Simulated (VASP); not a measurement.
# PbS (Pm-3m) in VASP: notebook

The runs below take PbS through single point, relaxation of cell and atoms, with PBE, BLYP+D3(BJ).

Everything below comes from runs of VASP 6.6.1. Logs are shortened: lines on timing, memory, paths and dates and some standing lists are left out, and cuts for length are marked.

### 1 The cell of the first run

Symmetry: Pm-3m, No. 221, cubic system. The conventional cell has a = 3.654 Å, b = 3.654 Å, c = 3.654 Å, α = 90.00°, β = 90.00°, γ = 90.00°. Within 4.2 Å of Pb (site symmetry m-3m) lie 8 S at 3.16 Å and 6 Pb at 3.65 Å. Within 4.2 Å of S (site symmetry m-3m) lie 8 Pb at 3.16 Å and 6 S at 3.65 Å.

### 2 Single point, PBE

File INCAR:

```
ALGO = Normal ; EDIFF = 1E-7
ENCUT = 520 ; GGA = PE
ISIF = 2 ; ISMEAR = 0
LASPH = T ; LCHARG = F
LREAL = F ; LWAVE = F
NBANDS = 17 ; NELM = 100
PREC = Accurate ; SIGMA = 0.03
```

File KPOINTS:

```
k-points
0
Gamma
  7 7 7
```

File POSCAR:

```
PbS
1.0
    3.6536590000      0.0000000000      0.0000000000
    0.0000000000      3.6536590000      0.0000000000
    0.0000000000      0.0000000000      3.6536590000
Pb S
1 1
Direct
    0.0000000000      0.0000000000      0.0000000000
    0.5000000000      0.5000000000      0.5000000000
```

Potentials or basis: VASP PAW PBE potentials, release 64 (Pb_d, S).

Run with:

```sh
> cat potpaw_PBE.64/Pb_d/POTCAR potpaw_PBE.64/S/POTCAR > POTCAR
> mpirun -np 1 vasp_std > vasp.out
```

OUTCAR:

```text
EDIFF = 1E-7
   ENCUT = 520
   GGA = PE
   ISIF = 2
   ISMEAR = 0
   LASPH = T
   LREAL = F
   NELM = 100
   PREC = Accurate

 ion  position               nearest neighbor table
   1  0.000  0.000  0.000-   2 3.16   2 3.16   2 3.16   2 3.16   2 3.16   2 3.16   2 3.16   2 3.16

   2  0.500  0.500  0.500-   1 3.16   1 3.16   1 3.16   1 3.16   1 3.16   1 3.16   1 3.16   1 3.16

  LATTYP: Found a simple cubic cell.
 ALAT       =     3.6536590000

  Lattice vectors:

 A1 = (   3.6536590000,   0.0000000000,   0.0000000000)
 A2 = (   0.0000000000,   3.6536590000,   0.0000000000)
 A3 = (   0.0000000000,   0.0000000000,   3.6536590000)

Analysis of symmetry for initial positions (statically):
=====================================================================
 Subroutine PRICEL returns:
 Original cell was already a primitive cell.

 Routine SETGRP: Setting up the symmetry group for a
 simple cubic supercell.

 Subroutine GETGRP returns: Found 48 space group operations
 (whereof 48 operations were pure point group operations)
 out of a pool of 48 trial point group operations.

The static configuration has the point symmetry O_h .

Analysis of symmetry for dynamics (positions and initial velocities):
=====================================================================
 Subroutine PRICEL returns:
 Original cell was already a primitive cell.

 Routine SETGRP: Setting up the symmetry group for a
 simple cubic supercell.

 Subroutine GETGRP returns: Found 48 space group operations
 (whereof 48 operations were pure point group operations)
 out of a pool of 48 trial point group operations.

The dynamic configuration has the point symmetry O_h .

 Subroutine INISYM returns: Found 48 space group operations
 (whereof 48 operations are pure point group operations),
 and found     1 'primitive' translations

----------------------------------------------------------------------------------------

                                     Primitive cell

  volume of cell :      48.7735

  direct lattice vectors                    reciprocal lattice vectors
     3.653659000  0.000000000  0.000000000     0.273698230  0.000000000  0.000000000
     0.000000000  3.653659000  0.000000000     0.000000000  0.273698230  0.000000000
     0.000000000  0.000000000  3.653659000     0.000000000  0.000000000  0.273698230

  length of vectors
     3.653659000  3.653659000  3.653659000     0.273698230  0.273698230  0.273698230

  position of ions in fractional coordinates (direct lattice)
     0.000000000  0.000000000  0.000000000
     0.500000000  0.500000000  0.500000000

  ion indices of the primitive-cell ions
   primitive index   ion index
                 1           1
                 2           2

----------------------------------------------------------------------------------------

 KPOINTS: k-points

Automatic generation of k-mesh.
 Grid dimensions read from file:
 generate k-points for:    7    7    7

 Generating k-lattice:

  Cartesian coordinates                     Fractional coordinates (reciprocal lattice)
     0.039099747  0.000000000  0.000000000     0.142857143  0.000000000  0.000000000
     0.000000000  0.039099747  0.000000000     0.000000000  0.142857143  0.000000000
     0.000000000  0.000000000  0.039099747     0.000000000  0.000000000  0.142857143

  Length of vectors
     0.039099747  0.039099747  0.039099747

  Shift w.r.t. Gamma in fractional coordinates (k-lattice)
     0.000000000  0.000000000  0.000000000

 Subroutine IBZKPT returns following result:
 ===========================================

 Found     20 irreducible k-points:

 Following reciprocal coordinates:
            Coordinates               Weight
  0.000000  0.000000  0.000000      1.000000
  0.142857  0.000000  0.000000      6.000000
  0.285714  0.000000  0.000000      6.000000
  0.428571  0.000000  0.000000      6.000000
  0.142857  0.142857  0.000000     12.000000
  0.285714  0.142857  0.000000     24.000000
[... 12 lines left out ...]
  0.428571  0.428571  0.285714     24.000000
  0.428571  0.428571  0.428571      8.000000
   k-points           NKPTS =     20   k-points in BZ     NKDIM =     20   number of bands    NBANDS=     17
   number of dos      NEDOS =    301   number of ions     NIONS =      2
   total plane-waves  NPLWV =  21952
   dimension x,y,z NGX =    28 NGY =   28 NGZ =   28
   dimension x,y,z NGXF=    56 NGYF=   56 NGZF=   56
   ions per type =               1   1
   NGX,Y,Z   is equivalent  to a cutoff of  12.74, 12.74, 12.74 a.u.
   NGXF,Y,Z  is equivalent  to a cutoff of  25.48, 25.48, 25.48 a.u.
 SYSTEM =  unknown system
   PREC   = accura    normal or accurate (medium, high low for compatibility)
   ISTART =      0    job   : 0-new  1-cont  2-samecut
   ICHARG =      2    charge: 1-file 2-atom 10-const
   ISPIN  =      1    spin polarized calculation?
   LNONCOLLINEAR =      F non collinear calculations
   LSORBIT =      F    spin-orbit coupling
   LASPH  =      T    aspherical Exc in radial PAW
   ENCUT  =  520.0 eV  38.22 Ry    6.18 a.u.   6.79  6.79  6.79*2*pi/ulx,y,z
   NELM   =    100;   NELMIN=  2; NELMDL= -5     # of ELM steps
   EDIFF  = 0.1E-06   stopping-criterion for ELM
   LREAL  =      F    real-space projection
   EDIFFG = 0.1E-05   stopping-criterion for IOM
   NSW    =      0    number of steps for IOM
   IBRION =     -1    ionic relax: 0-MD 1-quasi-New 2-CG
   NFREE  =      0    steps in history (QN), initial steepest desc. (CG)
   ISIF   =      2    stress and relaxation
   ISYM   =      2    0-nonsym 1-usesym 2-fastsym
   POTIM  = 0.5000    time-step for ionic-motion
   TEBEG  =    0.0;   TEEND  =   0.0 temperature during run
   PSTRESS=    0.0 pullay stress
   NELECT =      20.0000    total number of electrons
   NUPDOWN=      -1.0000    fix difference up-down
   EMIN   =  10.00;   EMAX   =-10.00  energy-range for DOS
   EFERMI =   0.00;   METHOD = LEGACY
   ISMEAR =     0;   SIGMA  =   0.03  broadening in eV -4-tet -1-fermi 0-gaus
   EFERMI_NEDOS =   21; number of points for ismear=-14 and -15
   IALGO  =     38    algorithm
   IMIX   =      4    mixing-type and parameters
     AMIX     =   0.40;   BMIX     =  1.00
     AMIX_MAG =   1.60;   BMIX_MAG =  1.00
  volume/ion in A,a.u.               =      24.39       164.57
  Fermi-wavevector in a.u.,A,eV,Ry     =   1.216252  2.298383 20.126668  1.479268
  Thomas-Fermi vector in A             =   2.351612
   LORBIT       =      0    0 simple, 1 ext, 2 COOP (PROOUT), +10 PAW based schemes
   GGA     = PE    functional components
   LHFCALC =     F    Hartree Fock is set to
   AEXX    =    0.0000 exact exchange contribution
   IVDW    =     0    specifies the selected vdW correction
   LEPSILON=     F    determine dielectric tensor
   LRPA    =     F    only Hartree local field effects (RPA)
 non-spin polarized calculation
 Gauss-broadening in eV      SIGMA  =   0.03
  energy-cutoff  :      520.00
  volume of cell :       48.77
 maximum number of plane-waves:      1357
 NGX is ok and might be reduce to    28
   NGX = 13   NGY = 13   NGZ = 13

 number of electron      19.9999995 magnetization

 Free energy of the ion-electron system (eV)
  ---------------------------------------------------
  ext. energy  EPLUGINS =         0.00000000
  ---------------------------------------------------
  free energy    TOTEN  =        -8.25233553 eV

  energy without entropy =       -8.25222388  energy(sigma->0) =       -8.25227971

 E-fermi :   6.0430     XC(G=0): -10.1670

 val. band max:        5.9939663935   @ k =   0.1429   0.1429   0.1429
 cond. band min:       6.0921606421   @ k =   0.4286   0.4286   0.4286
 fundamental gap:      0.0981942487
 Fermi energy:         6.0430328753

 k-point     1 :       0.0000    0.0000    0.0000
  band No.  band energies     occupation
      1     -10.8163      2.00000
      2     -10.8163      2.00000
      3     -10.6051      2.00000
      4     -10.6051      2.00000
      5     -10.6051      2.00000
      6      -7.0010      2.00000
[... 9 lines left out ...]
     16      18.8410      0.00000
     17      18.9059      0.00000

 k-point     2 :       0.1429    0.0000    0.0000
  band No.  band energies     occupation
      1     -10.8144      2.00000
      2     -10.7868      2.00000
      3     -10.6159      2.00000
      4     -10.6159      2.00000
      5     -10.6040      2.00000
      6      -6.8286      2.00000
[... 9 lines left out ...]
     16      18.6788      0.00000
     17      18.7034      0.00000

 k-point     3 :       0.2857    0.0000    0.0000
  band No.  band energies     occupation
      1     -10.8102      2.00000
      2     -10.7210      2.00000
      3     -10.6403      2.00000
      4     -10.6403      2.00000
      5     -10.6016      2.00000
      6      -6.3547      2.00000
[... 9 lines left out ...]
     16      16.9100      0.00000
     17      18.8887      0.00000

 k-point     4 :       0.4286    0.0000    0.0000
  band No.  band energies     occupation
      1     -10.8069      2.00000
      2     -10.6686      2.00000
      3     -10.6597      2.00000
      4     -10.6597      2.00000
      5     -10.5997      2.00000
      6      -5.8064      2.00000
[... 9 lines left out ...]
     16      18.6008      0.00000
     17      18.8738      0.00000
[... 263 lines left out ...]
      1     -10.7198      2.00000
      2     -10.7000      2.00000
      3     -10.6746      2.00000
      4     -10.6564      2.00000
      5     -10.6009      2.00000
      6      -5.0440      2.00000
[... 9 lines left out ...]
     16      17.1344      0.00000
     17      20.9099      0.00000

 k-point    19 :       0.4286    0.4286    0.2857
  band No.  band energies     occupation
      1     -10.7409      2.00000
      2     -10.6986      2.00000
      3     -10.6968      2.00000
      4     -10.6277      2.00000
      5     -10.5690      2.00000
      6      -4.8582      2.00000
[... 9 lines left out ...]
     16      18.0853      0.00000
     17      21.5793      0.00000

 k-point    20 :       0.4286    0.4286    0.4286
  band No.  band energies     occupation
      1     -10.7282      2.00000
      2     -10.7226      2.00000
      3     -10.7226      2.00000
      4     -10.5678      2.00000
      5     -10.5678      2.00000
      6      -4.7508      2.00000
[... 9 lines left out ...]
     16      19.0330      0.00000
     17      22.6226      0.00000

------------------------ aborting loop because EDIFF is reached ----------------------------------------

  FORCE on cell =-STRESS in cart. coord.  units (eV):
  Direction    XX          YY          ZZ          XY          YZ          ZX
  --------------------------------------------------------------------------------------
  -------------------------------------------------------------------------------------
  Total        0.0565593      0.0565593      0.0565593      0.0000000      0.0000000      0.0000000
  in kB        1.8579349      1.8579349      1.8579349      0.0000000      0.0000000      0.0000000
  external PRESSURE =       1.8579349 kB  Pullay stress =       0.0000000 kB

 VOLUME and BASIS-vectors are now :
 -----------------------------------------------------------------------------
  energy-cutoff  :      520.00
  volume of cell :       48.77
      direct lattice vectors                 reciprocal lattice vectors
     3.653659000  0.000000000  0.000000000     0.273698230  0.000000000  0.000000000
     0.000000000  3.653659000  0.000000000     0.000000000  0.273698230  0.000000000
     0.000000000  0.000000000  3.653659000     0.000000000  0.000000000  0.273698230

 POSITION                                       TOTAL-FORCE (eV/Angst)
 -----------------------------------------------------------------------------------
      0.00000      0.00000      0.00000         0.000000      0.000000      0.000000
      1.82683      1.82683      1.82683         0.000000      0.000000      0.000000
 -----------------------------------------------------------------------------------
    total drift:                               -0.000000      0.000000      0.000000

  FREE ENERGIE OF THE ION-ELECTRON SYSTEM (eV)
  ---------------------------------------------------
  free  energy   TOTEN  =        -8.2523355291 eV

  energy  without entropy=       -8.2522238816  energy(sigma->0) =       -8.25227971
```

It took 12 s on 1 thread of Intel Xeon Platinum 8488C (Sapphire Rapids), shared host; peak memory 0.16 GiB.

What came out:

| Quantity | Value |
| --- | --- |
| Free energy | -8.2523 eV |
| Pressure | 0.2 GPa |
| Band gap on the k mesh | 0.10 eV, indirect (least direct gap 1.43 eV) |

Caveat: spin-orbit coupling is left out, which moves the levels of the heavy elements. A k mesh can miss the band edges.

### 3 Relaxation of cell and atoms, BLYP+D3(BJ)

File INCAR:

```
PREC = Accurate
ENCUT = 600
EDIFF = 1E-7
ISMEAR = -1
SIGMA = 0.05
LREAL = F
LASPH = T
NELM = 80
ALGO = Normal
ISIF = 3
LWAVE = F
LCHARG = F
GGA = B5
ALDAX = 1.0
AGGAX = 1.0
AGGAC = 1.0
ALDAC = 0.0
IVDW = 12
VDW_S6 = 1.0
VDW_S8 = 2.6996
VDW_A1 = 0.4298
VDW_A2 = 4.2359
IBRION = 2
NSW = 60
EDIFFG = -0.01
```

File KPOINTS:

```
Automatic mesh
0
Gamma
  7 7 7
```

POSCAR is that of step 2.

Potentials or basis: VASP PAW PBE potentials, release 64 (Pb_d, S).

Run with:

```sh
> cat potpaw_PBE.64/Pb_d/POTCAR potpaw_PBE.64/S/POTCAR > POTCAR
> mpirun -np 1 vasp_std > vasp.out
```

It took 52 s on 1 thread of Intel Xeon Platinum 8488C (Sapphire Rapids), shared host; peak memory 0.19 GiB.

Results (log left out):

```yaml
Free_energy: -8.7987 eV
Relaxed_volume: 24.01 Å³/atom
Relaxed_cell: a = 3.635 Å, b = 3.635 Å, c = 3.635 Å, α = 90.00°, β = 90.00°, γ = 90.00°
Space_group_after_relaxing_to_0.05_Å: Pm-3m (No. 221)
Energy_gained_by_relaxing: 1.0 meV/atom
Ionic_steps: 3
Pressure_after_relaxing: 0.0 GPa
Band_gap_on_the_k_mesh: 0.16 eV, indirect (least direct gap 1.48 eV)
Dispersion_energy_per_atom: -0.884 eV
```

The path:
```tsv
step	energy change (eV)	largest force (eV/Å)	pressure (GPa)	volume (Å³)
1	0.0000	0.0000	-0.87	48.77
2	-0.0020	0.0000	0.21	47.84
3	-0.0021	0.0000	0.00	48.02
```

Final structure:
```yaml
crystal:
  lattice:
    - [3.63469, 0.00000, 0.00000]
    - [0.00000, 3.63469, 0.00000]
    - [0.00000, 0.00000, 3.63469]
  atoms:
    - { symbol: Pb, position: [0.00000, 0.00000, 0.00000] }
    - { symbol: S, position: [0.50000, 0.50000, 0.50000] }
```

Levels at points of the mesh, in eV from the valence-band top:
```
           k point  band 8  band 9  band 10  band 11  band 12  band 13
(0.00, 0.00, 0.00)   -1.46   -1.46    -1.46     5.94     5.94     6.65
```

Caveat: the PAW data sets were made with another functional, which shifts forces and pressure a little; spin-orbit coupling is left out, which moves the levels of the heavy elements.
